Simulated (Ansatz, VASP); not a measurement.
Mo in VASP and in Ansatz

```
Mo
1.0
    -1.58043    1.58043    1.58043
     1.58043   -1.58043    1.58043
     1.58043    1.58043   -1.58043
Mo
1
Cartesian
  0.0000 0.0000 0.0000
```

Alike in both runs: task single point; functional PBEsol; k mesh 24 × 24 × 24; occupations gaussian, width 0.1 eV; no spin polarisation.

|  | VASP | Ansatz |
| --- | --- | --- |
| version | VASP 6.6.1 | Ansatz 0.2.0 |
| potentials or method | VASP PAW PBE potentials, release 64 (Mo_sv), cutoff 520 eV | scalar-relativistic, plane waves, PAW |
| valence electrons in the cell | 14 | 14 |

Ansatz gave:

| Property | Result |
| --- | --- |
| gap on the k mesh at the Fermi level (eV) | none |
| pressure (GPa) | -7.8 |

Task: Estimate VASP's values.

Result: gap on the k mesh at the Fermi level (eV): none; pressure (GPa): -7.3.

VASP's potentials were made for PBE, not for PBEsol. A gap of «none» marks a metal or a gap that the smearing closes. The functional is the same, so the differences come from potentials, cutoffs and numerics.
